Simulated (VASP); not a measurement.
Input of a VASP 6.6.1 run:

INCAR

```
PREC = Accurate
ENCUT = 570
EDIFF = 1E-6
ISMEAR = 0
SIGMA = 0.15
LREAL = F
LASPH = T
NELM = 120
ALGO = Normal
ISIF = 2
LWAVE = F
LCHARG = F
GGA = CA
NBANDS = 44
GGA_COMPAT = F
```

The input KPOINTS:

```
regular mesh
0
Gamma
  18 18 6
```

POSCAR

```
Pt
1.0
    2.7082945870      0.0000000000      0.0000000000
   -1.3541472935      2.3454519133      0.0000000000
    0.0000000000      0.0000000000      9.3530207388
Pt
4
Direct
    0.6020380543      0.3000774821      0.3750000000
    0.6020380543      0.3000774821      0.8750000000
    0.3979619457      0.6999225179      0.1250000000
    0.3979619457      0.6999225179      0.6250000000
```

Potentials or basis: VASP PAW LDA potentials, release 64 (Pt_sv_GW).

Run with:

```console
$ cat potpaw_LDA.64/Pt_sv_GW/POTCAR > POTCAR
$ mpirun -np 1 vasp_std > vasp.out
```

**Question.** Estimate the largest force.

**Answer.** 0.166 eV/Å.

**Question.** What does it give for the pressure?

**Answer.** 0.1 GPa.

**Question.** Estimate the band gap on the k mesh.

**Answer.** Zero (bands 36 and 37 overlap by 1.53 eV).

Stress tensor (GPa, compression positive):
```
-0.09  0.13  0.00
 0.13 -0.13  0.00
 0.00  0.00  0.49
```

Caveat: the cell differs from its parent crystal (atoms displaced along several vibrational modes); spin-orbit coupling is left out, which moves the levels of the heavy elements.
